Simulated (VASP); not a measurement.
Write the native input for VASP 6.6.1 that does the following.

```yaml
Task: relaxation of cell and atoms
Functional: PBE
Potentials_or_basis: VASP PAW PBE potentials, release 64 (Sr_sv, In_d, H)
Cutoff: 600 eV
k_mesh: 4 × 4 × 4
Occupations: gaussian, width 0.1 eV
Spin: no spin polarisation
Dipole_correction: no
Further_INCAR_settings: ALGO = Normal; EDIFF = 1e-06; IBRION = 2; EDIFFG = -0.04; NSW = 90; ISIF = 3
```

The structure of SrInH3 lies in POSCAR:

```
SrInH3
1.0
    4.3757568700      0.0000000000      0.0000000000
    0.0000000000      4.3757568700      0.0000000000
    0.0000000000      0.0000000000      4.3757568700
Sr In H
1 1 3
Direct
    0.5000000000      0.5000000000      0.5000000000
    0.0000000000      0.0000000000      0.0000000000
    0.5000000000      0.5000000000      0.0000000000
    0.5000000000      0.0000000000      0.5000000000
    0.0000000000      0.5000000000      0.5000000000
```

These files were run (other wordings do the same):

INCAR

```
  ALGO = Normal
  EDIFF = 1E-6
  EDIFFG = -0.04
  ENCUT = 600
  GGA = PE
  IBRION = 2
  ISIF = 3
  ISMEAR = 0
  LASPH = T
  LCHARG = F
  LREAL = F
  LWAVE = F
  NELM = 100
  NSW = 90
  PREC = Accurate
  SIGMA = 0.1
```

KPOINTS

```
k-points
0
Gamma
  4 4 4
```

Potentials or basis: VASP PAW PBE potentials, release 64 (Sr_sv, In_d, H).

The run is started by

```console
$ cat potpaw_PBE.64/Sr_sv/POTCAR potpaw_PBE.64/In_d/POTCAR potpaw_PBE.64/H/POTCAR > POTCAR
$ mpirun -np 1 vasp_std > vasp.out
```

It gave:

```json
{
  "Relaxed volume": "20.37 Å³/atom",
  "Relaxed cell": "a = 4.670 Å, b = 4.670 Å, c = 4.670 Å, α = 90.00°, β = 90.00°, γ = 90.00°",
  "Space group after relaxing (to 0.05 Å)": "Pm-3m (No. 221)",
  "Energy gained by relaxing": "49.4 meV/atom",
  "Ionic steps": "4",
  "Pressure after relaxing": "0.0 GPa",
  "Band gap on the k mesh": "0.38 eV, indirect (least direct gap 1.24 eV)"
}
```

Caveat: the volume moved by over 15 % at a fixed basis, so the end points are rough; spin-orbit coupling is left out, which moves the levels of the heavy elements.

It took 2.1 min on 1 thread of Intel Xeon 6975P-C, with other jobs on the host, peak memory 0.23 GiB.
